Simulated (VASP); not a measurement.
Here is a VASP 6.6.1 calculation.

Contents of INCAR:

```
SYSTEM = CuO
ALGO = Normal
EDIFF = 1E-6
ENCUT = 520
GGA = PS
ISIF = 2
ISMEAR = 0
ISPIN = 2
LASPH = .True.
LCHARG = .False.
LDAU = .True.
LDAUJ = 0 0
LDAUL = 2 -1
LDAUPRINT = 1
LDAUTYPE = 2
LDAUU = 7 0
LMAXMIX = 4
LORBIT = 11
LREAL = .False.
LWAVE = .False.
MAGMOM = 1 1 -1 -1 0 0 0 0
NBANDS = 48
NELM = 150
PREC = Accurate
SIGMA = 0.05
```

KPOINTS

```
k-points
0
Gamma
  7 4 4
  0 0 0
```

POSCAR

```
CuO
1.0
    2.3418496200     -1.7112997200      0.0000000000
    4.6836992400      3.4225994400      0.0000000000
   -0.8500298600      0.0000000000      5.0578691900
Cu O
4 4
Direct
    0.0000000000      0.2500000000      0.0000000000
    0.5000000000      0.0000000000      0.5000000000
    0.0000000000      0.7500000000      0.0000000000
    0.5000000000      0.5000000000      0.5000000000
    0.5816000000      0.2092000000      0.2500000000
    0.4184000000      0.2908000000      0.7500000000
    0.5816000000      0.7092000000      0.2500000000
    0.4184000000      0.7908000000      0.7500000000
```

Potentials or basis: VASP PAW PBE potentials, release 64 (Cu, O).

The run is started by

```sh
$ cat potpaw_PBE.64/Cu/POTCAR potpaw_PBE.64/O/POTCAR > POTCAR
$ mpirun -np 1 vasp_std > vasp.out
```

What does it give for the largest force?

0.221 eV/Å.

Estimate the net moment.

0.00 μB per cell.

Forces on the atoms (eV/Å):
```
Cu   0.010 -0.128  0.023
Cu  -0.077 -0.100 -0.025
Cu   0.010 -0.128  0.023
Cu  -0.077 -0.100 -0.025
O    0.025  0.214  0.051
O    0.042  0.014 -0.049
O    0.025  0.214  0.051
O    0.042  0.014 -0.049
```

Caveat: the cell stands under tension; the PAW data sets were made with another functional, which shifts forces and pressure a little.
